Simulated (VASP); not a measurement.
Input of a VASP 6.6.1 run:

File INCAR:

```
SYSTEM = Hf4C
  PREC = Accurate
  ENCUT = 520
  EDIFF = 1E-6
  ISMEAR = 0
  SIGMA = 0.1
  LREAL = .FALSE.
  LASPH = .TRUE.
  NELM = 100
  ALGO = Normal
  ISIF = 2
  LWAVE = .FALSE.
  LCHARG = .TRUE.
  GGA = PE
  LELF = .TRUE.
  LVHAR = .TRUE.
  NBANDS = 30
```

File KPOINTS:

```
Automatic mesh
0
G
  12 12 4
  0 0 0
```

POSCAR

```
Hf4C
1.0
    3.1838606466      0.0000000000      0.0000000000
   -1.5919303233      2.7573042021      0.0000000000
    0.0000000000      0.0000000000     10.1358174343
Hf C
4 1
Direct
    0.6666666667      0.3333333333      0.8727628272
    0.3333333333      0.6666666667      0.1272371728
    0.6666666667      0.3333333333      0.3816021310
    0.3333333333      0.6666666667      0.6183978690
    0.0000000000      0.0000000000      0.0000000000
```

Potentials or basis: VASP PAW PBE potentials, release 64 (Hf_pv, C).

The run is started by

```console
$ cat potpaw_PBE.64/Hf_pv/POTCAR potpaw_PBE.64/C/POTCAR > POTCAR
$ mpirun -np 1 vasp_std > vasp.out
```

Task: What does it give for the band gap on the k mesh?

Result: Zero (band 22 reaches 6.59 eV, above the bottom of band 23 at 4.87 eV).

Task: Predict the largest force.

Result: 0.051 eV/Å.

Forces on the atoms (eV/Å):
```
Hf   0.000  0.000  0.051
Hf   0.000  0.000 -0.051
Hf   0.000  0.000  0.027
Hf   0.000  0.000 -0.027
C    0.000  0.000  0.000
```

Caveat: spin-orbit coupling is left out, which moves the levels of the heavy elements.
